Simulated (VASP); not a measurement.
# Ca3PbN (Pm-3m) in VASP: a series of runs

Runs on Ca3PbN. Level: PBEsol. Tasks: single point.

Everything below comes from runs of VASP 6.6.1. Logs are shortened: lines on timing, memory, paths and dates and some standing lists are left out, and cuts for length are marked.

### Step 1. The cell of the first run

It takes space group Pm-3m (No. 221, cubic). The conventional cell has a = 5.954 Å, b = 5.954 Å, c = 5.954 Å, α = 90.00°, β = 90.00°, γ = 90.00°. Within 3.9 Å of Ca (site symmetry 4/mmm) lie 2 Pb at 2.98 Å. Pb (site symmetry m-3m) has 6 Ca at 2.98 Å within 3.9 Å. Within 5.5 Å of N (site symmetry m-3m) lie 12 Ca at 4.21 Å and 8 Pb at 5.16 Å.

### Step 2. Single point, PBEsol

Contents of INCAR:

```
SYSTEM = Ca3PbN
PREC = Accurate
ENCUT = 520
EDIFF = 1E-6
ISMEAR = -1
SIGMA = 0.5
LREAL = .False.
LASPH = .True.
NELM = 60
ALGO = Normal
ISIF = 2
LWAVE = .False.
LCHARG = .True.
GGA = PS
LELF = .True.
LVHAR = .True.
NBANDS = 32
```

Contents of KPOINTS:

```
Automatic mesh
0
Gamma
  3 3 3
  0 0 0
```

Contents of POSCAR:

```
Ca3PbN
1.0
    5.9539870000      0.0000000000      0.0000000000
    0.0000000000      5.9539870000      0.0000000000
    0.0000000000      0.0000000000      5.9539870000
Ca Pb N
3 1 1
Direct
    0.5000000000      0.5000000000      0.0000000000
    0.5000000000      0.0000000000      0.5000000000
    0.0000000000      0.5000000000      0.5000000000
    0.5000000000      0.5000000000      0.5000000000
    0.0000000000      0.0000000000      0.0000000000
```

Potentials or basis: VASP PAW PBE potentials, release 64 (Ca_sv, Pb_d, N).

Run with:

```
$ cat potpaw_PBE.64/Ca_sv/POTCAR potpaw_PBE.64/Pb_d/POTCAR potpaw_PBE.64/N/POTCAR > POTCAR
$ mpirun -np 1 vasp_std > vasp.out
```

OUTCAR:

```text
SYSTEM = Ca3PbN
   PREC = Accurate
   ENCUT = 520
   EDIFF = 1E-6
   ISMEAR = -1
   LREAL = .False.
   LASPH = .True.
   NELM = 60
   ISIF = 2
   GGA = PS

 ion  position               nearest neighbor table
   1  0.500  0.500  0.000-   4 2.98   4 2.98
   2  0.500  0.000  0.500-   4 2.98   4 2.98
   3  0.000  0.500  0.500-   4 2.98   4 2.98
   4  0.500  0.500  0.500-   1 2.98   2 2.98   3 2.98   1 2.98   2 2.98   3 2.98
   5  0.000  0.000  0.000-

  LATTYP: Found a simple cubic cell.
 ALAT       =     5.9539870000

  Lattice vectors:

 A1 = (   5.9539870000,   0.0000000000,   0.0000000000)
 A2 = (   0.0000000000,   5.9539870000,   0.0000000000)
 A3 = (   0.0000000000,   0.0000000000,   5.9539870000)

Analysis of symmetry for initial positions (statically):
=====================================================================
 Subroutine PRICEL returns:
 Original cell was already a primitive cell.

 Routine SETGRP: Setting up the symmetry group for a
 simple cubic supercell.

 Subroutine GETGRP returns: Found 48 space group operations
 (whereof 48 operations were pure point group operations)
 out of a pool of 48 trial point group operations.

The static configuration has the point symmetry O_h .

Analysis of symmetry for dynamics (positions and initial velocities):
=====================================================================
 Subroutine PRICEL returns:
 Original cell was already a primitive cell.

 Routine SETGRP: Setting up the symmetry group for a
 simple cubic supercell.

 Subroutine GETGRP returns: Found 48 space group operations
 (whereof 48 operations were pure point group operations)
 out of a pool of 48 trial point group operations.

The dynamic configuration has the point symmetry O_h .

 Subroutine INISYM returns: Found 48 space group operations
 (whereof 48 operations are pure point group operations),
 and found     1 'primitive' translations

----------------------------------------------------------------------------------------

                                     Primitive cell

  volume of cell :     211.0686

  direct lattice vectors                    reciprocal lattice vectors
     5.953987000  0.000000000  0.000000000     0.167954683  0.000000000  0.000000000
     0.000000000  5.953987000  0.000000000     0.000000000  0.167954683  0.000000000
     0.000000000  0.000000000  5.953987000     0.000000000  0.000000000  0.167954683

  length of vectors
     5.953987000  5.953987000  5.953987000     0.167954683  0.167954683  0.167954683

  position of ions in fractional coordinates (direct lattice)
     0.500000000  0.500000000  0.000000000
     0.500000000  0.000000000  0.500000000
     0.000000000  0.500000000  0.500000000
     0.500000000  0.500000000  0.500000000
     0.000000000  0.000000000  0.000000000

  ion indices of the primitive-cell ions
   primitive index   ion index
                 1           1
                 2           2
                 3           3
                 4           4
                 5           5

----------------------------------------------------------------------------------------

 KPOINTS: Automatic mesh

Automatic generation of k-mesh.
 Grid dimensions read from file:
 generate k-points for:    3    3    3

 Generating k-lattice:

  Cartesian coordinates                     Fractional coordinates (reciprocal lattice)
     0.055984894  0.000000000  0.000000000     0.333333333  0.000000000  0.000000000
     0.000000000  0.055984894  0.000000000     0.000000000  0.333333333  0.000000000
     0.000000000  0.000000000  0.055984894     0.000000000  0.000000000  0.333333333

  Length of vectors
     0.055984894  0.055984894  0.055984894

  Shift w.r.t. Gamma in fractional coordinates (k-lattice)
     0.000000000  0.000000000  0.000000000

 Subroutine IBZKPT returns following result:
 ===========================================

 Found      4 irreducible k-points:

 Following reciprocal coordinates:
            Coordinates               Weight
  0.000000  0.000000  0.000000      1.000000
  0.333333  0.000000  0.000000      6.000000
  0.333333  0.333333  0.000000     12.000000
  0.333333  0.333333  0.333333      8.000000
   k-points           NKPTS =      4   k-points in BZ     NKDIM =      4   number of bands    NBANDS=     32
   number of dos      NEDOS =    301   number of ions     NIONS =      5
   total plane-waves  NPLWV = 110592
   dimension x,y,z NGX =    48 NGY =   48 NGZ =   48
   dimension x,y,z NGXF=    96 NGYF=   96 NGZF=   96
   ions per type =               3   1   1
   NGX,Y,Z   is equivalent  to a cutoff of  13.40, 13.40, 13.40 a.u.
   NGXF,Y,Z  is equivalent  to a cutoff of  26.80, 26.80, 26.80 a.u.
 SYSTEM =  Ca3PbN
   PREC   = accura    normal or accurate (medium, high low for compatibility)
   ISTART =      0    job   : 0-new  1-cont  2-samecut
   ICHARG =      2    charge: 1-file 2-atom 10-const
   ISPIN  =      1    spin polarized calculation?
   LNONCOLLINEAR =      F non collinear calculations
   LSORBIT =      F    spin-orbit coupling
   LASPH  =      T    aspherical Exc in radial PAW
   ENCUT  =  520.0 eV  38.22 Ry    6.18 a.u.  11.07 11.07 11.07*2*pi/ulx,y,z
   NELM   =     60;   NELMIN=  2; NELMDL= -5     # of ELM steps
   EDIFF  = 0.1E-05   stopping-criterion for ELM
   LREAL  =      F    real-space projection
   EDIFFG = 0.1E-04   stopping-criterion for IOM
   NSW    =      0    number of steps for IOM
   IBRION =     -1    ionic relax: 0-MD 1-quasi-New 2-CG
   NFREE  =      0    steps in history (QN), initial steepest desc. (CG)
   ISIF   =      2    stress and relaxation
   ISYM   =      2    0-nonsym 1-usesym 2-fastsym
   POTIM  = 0.5000    time-step for ionic-motion
   TEBEG  =    0.0;   TEEND  =   0.0 temperature during run
   PSTRESS=    0.0 pullay stress
   NELECT =      49.0000    total number of electrons
   NUPDOWN=      -1.0000    fix difference up-down
   EMIN   =  10.00;   EMAX   =-10.00  energy-range for DOS
   EFERMI =   0.00;   METHOD = LEGACY
   ISMEAR =    -1;   SIGMA  =   0.50  broadening in eV -4-tet -1-fermi 0-gaus
   EFERMI_NEDOS =   21; number of points for ismear=-14 and -15
   IALGO  =     38    algorithm
   IMIX   =      4    mixing-type and parameters
     AMIX     =   0.40;   BMIX     =  1.00
     AMIX_MAG =   1.60;   BMIX_MAG =  1.00
  volume/ion in A,a.u.               =      42.21       284.87
  Fermi-wavevector in a.u.,A,eV,Ry     =   1.006157  1.901361 13.773877  1.012351
  Thomas-Fermi vector in A             =   2.138881
   LORBIT       =      0    0 simple, 1 ext, 2 COOP (PROOUT), +10 PAW based schemes
   GGA     = PS    functional components
   LHFCALC =     F    Hartree Fock is set to
   AEXX    =    0.0000 exact exchange contribution
   IVDW    =     0    specifies the selected vdW correction
   LEPSILON=     F    determine dielectric tensor
   LRPA    =     F    only Hartree local field effects (RPA)
 non-spin polarized calculation
  energy-cutoff  :      520.00
  volume of cell :      211.07
 maximum number of plane-waves:      5716
 NGX is ok and might be reduce to    48
   NGX = 23   NGY = 23   NGZ = 23

 number of electron      49.0000000 magnetization

 Free energy of the ion-electron system (eV)
  ---------------------------------------------------
  ext. energy  EPLUGINS =         0.00000000
  ---------------------------------------------------
  free energy    TOTEN  =       -16.14439420 eV

  energy without entropy =      -12.71609445  energy(sigma->0) =      -14.43024433

 E-fermi :   1.2292     XC(G=0):  -7.3094

 val. band max:        1.1355223827   @ k =   0.0000   0.0000   0.0000
 cond. band min:       1.8330594098   @ k =   0.3333   0.0000   0.0000
 fundamental gap:      0.6975370271
 Fermi energy:         1.2291516057

 k-point     1 :       0.0000    0.0000    0.0000
  band No.  band energies     occupation
      1     -40.6197      2.00000
      2     -40.6144      2.00000
      3     -40.6144      2.00000
      4     -21.7385      2.00000
      5     -21.7385      2.00000
      6     -21.7385      2.00000
[... 24 lines left out ...]
     31       2.4736      0.15327
     32       4.2442      0.00480

 k-point     2 :       0.3333    0.0000    0.0000
  band No.  band energies     occupation
      1     -40.6186      2.00000
      2     -40.6154      2.00000
      3     -40.6144      2.00000
      4     -21.7348      2.00000
      5     -21.7348      2.00000
      6     -21.7347      2.00000
[... 24 lines left out ...]
     31       2.8697      0.07244
     32       3.8480      0.01057

 k-point     3 :       0.3333    0.3333    0.0000
  band No.  band energies     occupation
      1     -40.6175      2.00000
      2     -40.6155      2.00000
      3     -40.6150      2.00000
      4     -21.7447      2.00000
      5     -21.7323      2.00000
      6     -21.7307      2.00000
[... 24 lines left out ...]
     31       3.2197      0.03665
     32       3.6995      0.01420

 k-point     4 :       0.3333    0.3333    0.3333
  band No.  band energies     occupation
      1     -40.6168      2.00000
      2     -40.6155      2.00000
      3     -40.6155      2.00000
      4     -21.7455      2.00000
      5     -21.7438      2.00000
      6     -21.7438      2.00000
[... 24 lines left out ...]
     31       3.2068      0.03758
     32       3.5720      0.01829

------------------------ aborting loop because EDIFF is reached ----------------------------------------

  FORCE on cell =-STRESS in cart. coord.  units (eV):
  Direction    XX          YY          ZZ          XY          YZ          ZX
  --------------------------------------------------------------------------------------
  -------------------------------------------------------------------------------------
  Total       -0.9509569     -0.9509569     -0.9509569     -0.0000000     -0.0000000     -0.0000000
  in kB       -7.2185134     -7.2185134     -7.2185134     -0.0000000     -0.0000000     -0.0000000
  external PRESSURE =      -7.2185134 kB  Pullay stress =       0.0000000 kB

 VOLUME and BASIS-vectors are now :
 -----------------------------------------------------------------------------
  energy-cutoff  :      520.00
  volume of cell :      211.07
      direct lattice vectors                 reciprocal lattice vectors
     5.953987000  0.000000000  0.000000000     0.167954683  0.000000000  0.000000000
     0.000000000  5.953987000  0.000000000     0.000000000  0.167954683  0.000000000
     0.000000000  0.000000000  5.953987000     0.000000000  0.000000000  0.167954683

 POSITION                                       TOTAL-FORCE (eV/Angst)
 -----------------------------------------------------------------------------------
      2.97699      2.97699      0.00000         0.000000      0.000000      0.000000
      2.97699      0.00000      2.97699         0.000000      0.000000      0.000000
      0.00000      2.97699      2.97699         0.000000      0.000000      0.000000
      2.97699      2.97699      2.97699         0.000000      0.000000      0.000000
      0.00000      0.00000      0.00000         0.000000      0.000000      0.000000
 -----------------------------------------------------------------------------------
    total drift:                                0.000000     -0.000000     -0.000000

  FREE ENERGIE OF THE ION-ELECTRON SYSTEM (eV)
  ---------------------------------------------------
  free  energy   TOTEN  =       -16.1443942000 eV

  energy  without entropy=      -12.7160944516  energy(sigma->0) =      -14.43024433
```

Run time: 3.3 min. Hardware: 1 thread of AMD EPYC 7R13, shared host; peak memory 0.3 GiB.

What came out:

```
Free energy            : -16.1444 eV
Pressure               : -0.7 GPa
Band gap on the k mesh : zero (an odd number of electrons rules out a gap without spin polarisation)
```

Caveat: so wide a smearing shifts energies and pressures; the PAW data sets were made with another functional, which shifts forces and pressure a little; spin-orbit coupling is left out, which moves the levels of the heavy elements.

(Continued in part 2 of 2.)
